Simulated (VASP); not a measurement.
Here is a VASP 6.6.1 calculation.

Contents of POSCAR:

```
Cu
1.0
   -1.4067234870      1.4067234870      1.4448855225
    1.4067234870     -1.4067234870      1.4448855225
    1.4067234870      1.4067234870     -1.4448855225
Cu
1
Direct
    0.0000000000      0.0000000000      0.0000000000
```

The input INCAR.step1:

```
PREC = Accurate
ENCUT = 520
ISMEAR = 0
SIGMA = 0.15
LREAL = False
LASPH = True
NELM = 80
NBANDS = 12
GGA = PE
ALGO = Normal
EDIFF = 1E-4
LWAVE = True
LCHARG = False
```

File INCAR.step2:

```
PREC = Accurate
ENCUT = 520
EDIFF = 1E-7
ISMEAR = 0
SIGMA = 0.15
LREAL = False
LASPH = True
NELM = 80
ALGO = Normal
ISIF = 2
LWAVE = False
LCHARG = False
METAGGA = R2SCAN
LMIXTAU = True
NBANDS = 12
ISTART = 1
```

Contents of KPOINTS:

```
regular mesh
0
Gamma
  24 24 24
```

Potentials or basis: VASP PAW PBE potentials, release 64 (Cu).

Launch:

```bash
$ cat potpaw_PBE.64/Cu/POTCAR > POTCAR
$ cp INCAR.step1 INCAR
$ mpirun -np 1 vasp_std > vasp.out
$ cp INCAR.step2 INCAR
$ mpirun -np 1 vasp_std > vasp.out
```

Task: Estimate the pressure.

Result: 1.2 GPa.

Stress tensor (GPa, compression positive):
```
1.12 0.00 0.00
0.00 1.12 0.00
0.00 0.00 1.51
```

Caveat: the cell differs from its parent crystal (strain -0.025 along x and y, +0.050 along z); the PAW data sets were made with another functional, which shifts forces and pressure a little.
